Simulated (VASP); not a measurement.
Input of a VASP 6.6.1 run:

The input INCAR:

```
ALGO = Normal ; EDIFF = 1E-6
ENCUT = 520 ; GGA = PS
ISIF = 2 ; ISMEAR = -1
LASPH = True ; LCHARG = False
LREAL = False ; LWAVE = False
NBANDS = 15 ; NELM = 100
PREC = Accurate ; SIGMA = 0.03
```

KPOINTS

```
k-points
0
Gamma
  7 7 7
```

Contents of POSCAR:

```
RbBr
1.0
    0.0000000000      3.4275000000      3.4960500000
    3.4275000000      0.0000000000      3.4960500000
    3.4275000000      3.4275000000      0.0000000000
Rb Br
1 1
Direct
    0.0000000000      0.0000000000      0.0000000000
    0.5000000000      0.5000000000      0.5000000000
```

Potentials or basis: VASP PAW PBE potentials, release 64 (Rb_sv, Br).

Command:

```sh
$ cat potpaw_PBE.64/Rb_sv/POTCAR potpaw_PBE.64/Br/POTCAR > POTCAR
$ mpirun -np 1 vasp_std > vasp.out
```

(1) Estimate the pressure.

(2) Estimate the band gap on the k mesh.

## Answers

(1) -0.3 GPa.

(2) 4.16 eV, direct.

Caveat: the cell differs from its parent crystal (zz strain of +2 %); the PAW data sets were made with another functional, which shifts forces and pressure a little.
